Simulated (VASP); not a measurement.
Wanted: the native input for a VASP 6.6.1 run.

| Property | Result |
| --- | --- |
| Task | single point |
| Functional | PBEsol |
| Potentials or basis | VASP PAW PBE potentials, release 64 (I) |
| Cutoff | 520 eV |
| k mesh | 7 × 7 × 3 |
| Occupations | fermi-dirac, width 0.05 eV |
| Spin | no spin polarisation |
| Dipole correction | no |
| Further INCAR settings | ALGO = Normal; EDIFF = 1e-06; NBANDS = 22 |

The structure of I lies in POSCAR:

```
I
1.0
    3.6350350000     -2.3950200000      0.0000000000
    3.6350350000      2.3950200000      0.0000000000
    0.0000000000      0.0000000000      9.7934400000
I
4
Direct
    0.6493000000      0.3507000000      0.3844000000
    0.1493000000      0.8507000000      0.1156000000
    0.3507000000      0.6493000000      0.6156000000
    0.8507000000      0.1493000000      0.8844000000
```

The input as run:

INCAR

```
SYSTEM = I
PREC     = Accurate       ! precision mode
ENCUT    = 520            ! plane-wave cutoff, eV
EDIFF    = 1E-6           ! SCF threshold, eV
ISMEAR   = -1             ! smearing method
SIGMA    = 0.05           ! smearing width, eV
LREAL    = .False.        ! projectors in reciprocal space
LASPH    = .True.         ! aspherical terms in the spheres
NELM     = 80             ! most SCF steps
ALGO     = Normal         ! electronic algorithm
ISIF     = 2              ! what is computed and relaxed
LWAVE    = .False.        ! write WAVECAR
LCHARG   = .False.        ! write CHGCAR
GGA      = PS             ! functional
NBANDS   = 22             ! bands
```

KPOINTS

```
Automatic mesh
0
Gamma
  7 7 3
  0 0 0
```

Potentials or basis: VASP PAW PBE potentials, release 64 (I).

Run with:

```console
$ cat potpaw_PBE.64/I/POTCAR > POTCAR
$ mpirun -np 1 vasp_std > vasp.out
```

Results of the run:

- Pressure: 0.1 GPa
- Largest force: 0.765 eV/Å
- Band gap on the k mesh: 1.29 eV (least direct gap 1.37 eV)

Caveat: this functional lacks dispersion, which holds the molecules together, so the pressure and a relaxed volume are unreliable; the PAW data sets were made with another functional, which shifts forces and pressure a little; spin-orbit coupling is left out, which moves the levels of the heavy elements.

Run time: 67 s on 1 thread of Intel(R) Xeon(R) Platinum 8559C (Emerald Rapids) (shared host), peak memory 0.3 GiB.
